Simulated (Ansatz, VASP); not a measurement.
One calculation of TiAl, two programs

```
CELL_PARAMETERS angstrom
2.80992 0.00000 0.00000
-1.40496 2.48312 0.00000
0.00000 0.00000 4.67808
ATOMIC_POSITIONS crystal
Ti 0.00000 0.00000 0.00000
Al 0.33333 0.66667 0.50000
```

Change from the starting cell: strain -0.0200 x Voigt [1, 0, 0, 0, 0, 0], atoms carried along.

Alike in both runs: task single point; functional PBEsol; k mesh 18 × 18 × 10; occupations gaussian, width 0.15 eV; no spin polarisation.

```csv
,VASP,Ansatz
version,VASP 6.6.1,Ansatz 0.2.0
potentials or method,"VASP PAW PBE potentials, release 64 (Ti_sv, Al), cutoff 520 eV","scalar-relativistic, plane waves, PAW"
valence electrons in the cell,15,15
```

VASP gave:

```
gap on the k mesh at the Fermi level (eV)                     : none
pressure (GPa)                                                : -0.9
traceless stress, the component that is largest in VASP (GPa) : 1.74
rms of the force components (eV/Å)                            : 0.035
```

Which values does Ansatz return?

gap on the k mesh at the Fermi level (eV): none; pressure (GPa): -0.8; traceless stress, the component that is largest in VASP (GPa): 1.77; rms of the force components (eV/Å): 0.035.

VASP's potentials were made for PBE, not for PBEsol. Atom by atom the forces differ by 0.000 eV/Å (rms over components). A gap of «none» marks a metal or a gap that the smearing closes.
